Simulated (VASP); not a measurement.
Wanted: the native input for a VASP 6.6.1 run.

```yaml
Task: relaxation of cell and atoms
Functional: PBE
Potentials_or_basis: VASP PAW PBE potentials, release 64 (B, As)
Cutoff: 600 eV
k_mesh: 4 × 4 × 6
Occupations: gaussian, width 0.1 eV
Spin: no spin polarisation
Dipole_correction: no
Further_INCAR_settings: ALGO = Normal; EDIFF = 1e-06; IBRION = 2; EDIFFG = -0.04; NSW = 90; ISIF = 3
```

The structure of B3As lies in POSCAR:

```
B3As
1.0
    3.7940937700      0.0000000000      0.0000000000
    0.0000000000      3.7940937700      0.0000000000
    0.0000000000      0.0000000000      3.5793339600
B As
3 1
Direct
    0.0000000000      0.5000000000      0.5000000000
    0.5000000000      0.0000000000      0.5000000000
    0.5000000000      0.5000000000      0.0000000000
    0.0000000000      0.0000000000      0.0000000000
```

The cell was generated, and may not be a known phase.

The input as run:

INCAR

```
SYSTEM = B3As
PREC = Accurate
ENCUT = 600
EDIFF = 1E-6
ISMEAR = 0
SIGMA = 0.1
LREAL = .FALSE.
LASPH = .TRUE.
NELM = 80
ALGO = Normal
ISIF = 3
LWAVE = .FALSE.
LCHARG = .FALSE.
GGA = PE
IBRION = 2
NSW = 90
EDIFFG = -0.04
```

KPOINTS

```
Automatic mesh
0
G
  4 4 6
  0 0 0
```

Potentials or basis: VASP PAW PBE potentials, release 64 (B, As).

The run is started by

```console
$ cat potpaw_PBE.64/B/POTCAR potpaw_PBE.64/As/POTCAR > POTCAR
$ mpirun -np 1 vasp_std > vasp.out
```

It gave:

```
Relaxed volume                        : 9.58 Å³/atom
Relaxed cell                          : a = 3.416 Å, b = 3.416 Å, c = 3.283 Å, α = 90.00°, β = 90.00°, γ = 90.00°
Space group after relaxing (to 0.1 Å) : P4/mmm (No. 123)
Energy gained by relaxing             : 278.6 meV/atom
Ionic steps                           : 5
Pressure after relaxing               : 0.4 GPa
Band gap on the k mesh                : zero (bands 7 and 8 overlap by 7.47 eV)
```

Caveat: the k points lie up to 0.46 Å⁻¹ apart in the final cell, too coarse for converged energies and pressures of a metal; the volume moved by over 15 % at a fixed basis, so the end points are rough.

It took 48 s on 1 thread of Intel(R) Xeon(R) Platinum 8259CL CPU @ 2.50GHz (Skylake/Cascade Lake), on a shared host, peak memory 0.18 GiB.
